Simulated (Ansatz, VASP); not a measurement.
**SnSe: VASP beside Ansatz**

INCAR

```
SYSTEM = SnSe
PREC = Accurate ; ENCUT = 520
EDIFF = 1E-7 ; ISMEAR = -1
SIGMA = 0.08 ; LREAL = .FALSE.
LASPH = .TRUE. ; NELM = 80
ALGO = Normal ; ISIF = 2
LWAVE = .FALSE. ; LCHARG = .FALSE.
GGA = PS ; NBANDS = 17
```

KPOINTS

```
Automatic mesh
0
G
  12 12 12
  0 0 0
```

Contents of POSCAR:

```
SnSe
1.0
    0.0000000000      2.7248357497      2.7248357497
    2.7248357497      0.0000000000      2.7248357497
    2.7248357497      2.7248357497      0.0000000000
Sn Se
1 1
Direct
    0.0000000000      0.0000000000      0.0000000000
    0.2500000000      0.2500000000      0.2500000000
```

Input for Ansatz:

```yaml
crystal:
  lattice:
    - [0.0, 2.7248357497, 2.7248357497]
    - [2.7248357497, 0.0, 2.7248357497]
    - [2.7248357497, 2.7248357497, 0.0]
  atoms:
    - { symbol: Sn, position: [0.0, 0.0, 0.0] }
    - { symbol: Se, position: [0.25, 0.25, 0.25] }
kpoints:
  mp_grid: { grid: [12, 12, 12] }
scf:
  occupations: { method: fermi_dirac, width: 0.08 }
hamiltonian:
  xc: pbesol
  pseudopotentials: { kind: all_electron, datasets: crystal }
output:
  forces: true
  stress: true
  eigenvalues: true
```

Change from the starting cell: volume scaled by 0.55, crystal datasets.

Alike in both runs: task single point; functional PBEsol; k mesh 12 × 12 × 12; occupations fermi-dirac, width 0.08 eV; no spin polarisation.

|  | VASP | Ansatz |
| --- | --- | --- |
| version | VASP 6.6.1 | Ansatz 0.2.0 |
| potentials or method | VASP PAW PBE potentials, release 64 (Sn_d, Se), cutoff 520 eV | all-electron PAW with datasets made for the crystal, scalar-relativistic |

|  | VASP | Ansatz | Ansatz less VASP |
| --- | --- | --- | --- |
| pressure (GPa) | 61.7 | 61.5 | -0.21 |

VASP's potentials were made for PBE, not for PBEsol. Both programs put the cell under a high pressure, so it lies far from rest at this level. Ansatz ran all-electron here, and VASP with PAW potentials.

Noted on VASP's run: the cell as given lies far from equilibrium.
